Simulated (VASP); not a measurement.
Wanted: the native input for a VASP 6.6.1 run.

| Item | Value |
| --- | --- |
| Task | single point |
| Functional | r2SCAN |
| Potentials or basis | VASP PAW PBE potentials, release 64 (Fe) |
| Cutoff | 520 eV |
| k mesh | 14 × 14 × 14 |
| Occupations | fermi-dirac, width 0.0005 eV |
| Spin | collinear spin, ferromagnetic start |
| Starting moments | [4.0] μB |
| Dipole correction | no |
| Further INCAR settings | ALGO = Normal; EDIFF = 1e-06; NBANDS = 14 |

The system is Fe.

```
Fe
1.0
    -1.47000    1.47000    1.47000
     1.47000   -1.47000    1.47000
     1.47000    1.47000   -1.47000
Fe
1
Direct
  0.00000 0.00000 0.00000
```

These files were run (other wordings do the same):

POSCAR

```
Fe
1.0
   -1.4700000000      1.4700000000      1.4700000000
    1.4700000000     -1.4700000000      1.4700000000
    1.4700000000      1.4700000000     -1.4700000000
Fe
1
Direct
    0.0000000000      0.0000000000      0.0000000000
```

INCAR.step1

```
PREC = Accurate ; ENCUT = 520
ISMEAR = -1 ; SIGMA = 5E-4
LREAL = False ; LASPH = True
NELM = 150 ; ISPIN = 2
MAGMOM = 4 ; LMAXMIX = 4
NBANDS = 14 ; GGA = PE
ALGO = Normal ; EDIFF = 1E-4
LWAVE = True ; LCHARG = False
```

INCAR.step2

```
PREC = Accurate ; ENCUT = 520
EDIFF = 1E-6 ; ISMEAR = -1
SIGMA = 5E-4 ; LREAL = False
LASPH = True ; NELM = 150
ALGO = Normal ; ISIF = 2
LWAVE = False ; LCHARG = True
ISPIN = 2 ; MAGMOM = 4
LORBIT = 11 ; LMAXMIX = 4
METAGGA = R2SCAN ; LMIXTAU = True
LELF = True ; LVHAR = True
NBANDS = 14 ; ISTART = 1
```

KPOINTS

```
regular mesh
0
Gamma
  14 14 14
```

Potentials or basis: VASP PAW PBE potentials, release 64 (Fe).

The run is started by

```bash
$ cat potpaw_PBE.64/Fe/POTCAR > POTCAR
$ cp INCAR.step1 INCAR
$ mpirun -np 1 vasp_std > vasp.out
$ cp INCAR.step2 INCAR
$ mpirun -np 1 vasp_std > vasp.out
```

It gave:

```json
{
  "Pressure": "-11.3 GPa",
  "Net moment": "2.74 μB per cell",
  "Site moments": "Fe +2.84 μB",
  "Valence electrons inside the program's atomic spheres": "Fe 7.05"
}
```

Caveat: the PAW data sets were made with another functional, which shifts forces and pressure a little.

Wall time 2.6 min on 1 thread of AMD EPYC 9R45 (Zen 5), with other jobs on the host, peak memory 0.12 GiB.
